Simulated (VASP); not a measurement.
## BN: density of states with PBE

Crystal: BN.

```
B N
1.0
     2.55856    0.00000    0.00000
    -1.27928    2.21577    0.00000
     0.00000    0.00000    8.40918
B N
4 4
Direct
  0.00000 0.00000 0.09337
  0.00000 0.00000 0.59337
  0.33333 0.66667 0.34406
  0.66667 0.33333 0.84406
  0.00000 0.00000 0.40675
  0.00000 0.00000 0.90675
  0.33333 0.66667 0.15582
  0.66667 0.33333 0.65582
```

```
Program                 : VASP 6.6.1
Task                    : density of states
Functional              : PBE
Potentials or basis     : VASP PAW PBE potentials, release 64 (B, N)
Cutoff                  : 520 eV
k mesh                  : 12 × 12 × 4
Occupations             : gaussian, width 0.02 eV
Spin                    : no spin polarisation
Dipole correction       : no
k mesh for the DOS      : 18 × 18 × 6
Occupations for the DOS : tetrahedron
Further INCAR settings  : ALGO = Normal; EDIFF = 1e-06; NBANDS = 26
```

* Valence electrons inside the program's atomic spheres: B 2.02; N 3.97

Levels at points of the mesh, in eV from the valence-band top:
```csv
k point,band 12,band 13,band 14,band 15,band 16,band 17,band 18,band 19,band 20,band 21
"(0.00, 0.00, 0.00)",-1.09,-1.09,-0.13,0.00,0.00,8.56,8.56,8.70,9.21,9.68
"(0.50, 0.00, 0.00)",-3.71,-3.65,-3.46,-2.58,-2.01,5.49,5.85,7.99,9.34,9.85
"(0.00, 0.00, 0.50)",-1.78,-0.37,-0.37,-0.37,-0.37,9.03,9.03,9.03,9.03,9.12
"(0.50, 0.00, 0.50)",-4.57,-3.44,-3.44,-2.57,-2.57,5.98,5.98,8.33,8.33,10.48
```

It took 110 s on 1 thread of Intel(R) Xeon(R) Platinum 8488C (Sapphire Rapids), on a shared host, peak memory 0.25 GiB.
